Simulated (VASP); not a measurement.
Runs of VASP 6.6.1 on Ga. The structure is that of space group Cmce (No. 64), or close to it. The cells are those of the table. 

```csv
task,cell,gap on the mesh (eV),pressure (GPa),largest force (eV/Å)
single point,"a = 4.305, b = 4.305, c = 4.517 Å, angles 90.0, 90.0, 118.9°, 4 atoms",none,7.0,0.62
electric field gradients,"a = 4.408, b = 4.408, c = 4.486 Å, angles 90.0, 90.0, 118.9°, 4 atoms",none,(b),0.45
electric field gradients,"a = 4.468, b = 4.468, c = 4.547 Å, angles 90.0, 90.0, 118.9°, 4 atoms",none,(a),0.43
electric field gradients,"a = 4.438, b = 4.438, c = 4.517 Å, angles 90.0, 90.0, 118.9°, 4 atoms",none,2.4,0.44
single point,"a = 4.438, b = 4.438, c = 4.472 Å, angles 90.0, 90.0, 118.9°, 4 atoms",none,3.0,0.41
single point,"a = 4.399, b = 4.477, c = 4.517 Å, angles 88.4, 90.4, 118.9°, 4 atoms",none,2.5,0.48
single point,"a = 4.419, b = 4.458, c = 4.517 Å, angles 89.2, 90.2, 118.9°, 4 atoms",none,2.4,0.46
```

Alike in all rows: level PBE; potentials or basis VASP PAW PBE potentials, release 64 (Ga_d); no spin polarisation; k mesh 9 × 9 × 8; cutoff (eV) 520; smearing fermi-dirac 0.05 eV.

Task: Estimate the missing entries.

Result: (a) 1.3; (b) 3.7.

Caveats: the cell stands under pressure (at least some runs).

A k mesh can miss the band edges, and the runs leave out spin-orbit coupling on Ga.

A gap of «none» marks levels without a gap at the run's occupations.
